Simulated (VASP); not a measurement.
Set up this calculation in VASP 6.6.1, as the native input.

| Property | Result |
| --- | --- |
| Task | single point |
| Functional | PBE |
| Potentials or basis | VASP PAW PBE potentials, release 64 (In_d) |
| Cutoff | 520 eV |
| k mesh | 8 × 8 × 10 |
| Occupations | fermi-dirac, width 0.1 eV |
| Spin | no spin polarisation |
| Dipole correction | no |
| k mesh for the DOS | 12 × 12 × 15 |
| Occupations for the DOS | tetrahedron |
| Further INCAR settings | ALGO = Normal; EDIFF = 1e-07; NBANDS = 26 |

In:

```
In
1.0
     5.40079    0.00000    0.00000
    -2.70040    4.67722    0.00000
     0.00000    0.00000    3.31834
In
3
Direct
  0.00000 0.00000 0.00000
  0.33333 0.66667 0.50000
  0.66667 0.33333 0.50000
```

This isn't the form of In at room conditions, which is tetragonal.

These files were run (other wordings do the same):

POSCAR

```
In
1.0
    5.4007920269      0.0000000000      0.0000000000
   -2.7003960135      4.6772230958      0.0000000000
    0.0000000000      0.0000000000      3.3183360954
In
3
Direct
    0.0000000000      0.0000000000      0.0000000000
    0.3333333333      0.6666666667      0.5000000000
    0.6666666667      0.3333333333      0.5000000000
```

INCAR.step1

```
PREC = Accurate
ENCUT = 520
EDIFF = 1E-7
ISMEAR = -1
SIGMA = 0.1
LREAL = False
LASPH = True
NELM = 60
ALGO = Normal
ISIF = 2
LWAVE = False
LCHARG = True
GGA = PE
NBANDS = 26
```

KPOINTS.step1

```
Automatic mesh
0
Gamma
  8 8 10
```

INCAR.step2

```
PREC = Accurate
ENCUT = 520
EDIFF = 1E-7
ISMEAR = -5
SIGMA = 0.1
LREAL = False
LASPH = True
NELM = 60
ALGO = Normal
ISIF = 2
LWAVE = False
LCHARG = False
GGA = PE
LORBIT = 10
NBANDS = 26
NEDOS = 2001
ICHARG = 11
```

KPOINTS.step2

```
Automatic mesh
0
Gamma
  12 12 15
```

Potentials or basis: VASP PAW PBE potentials, release 64 (In_d).

The run is started by

```sh
$ cat potpaw_PBE.64/In_d/POTCAR > POTCAR
$ cp INCAR.step1 INCAR
$ cp KPOINTS.step1 KPOINTS
$ mpirun -np 1 vasp_std > vasp.out
$ cp INCAR.step2 INCAR
$ cp KPOINTS.step2 KPOINTS
$ mpirun -np 1 vasp_std > vasp.out
```

Results of the run:

```
Valence electrons inside the program's atomic spheres : In 11.30, 11.33 (each value once)
```

It took 5.9 min on 1 thread of Intel Xeon 8259CL, on a shared host, peak memory 0.38 GiB.
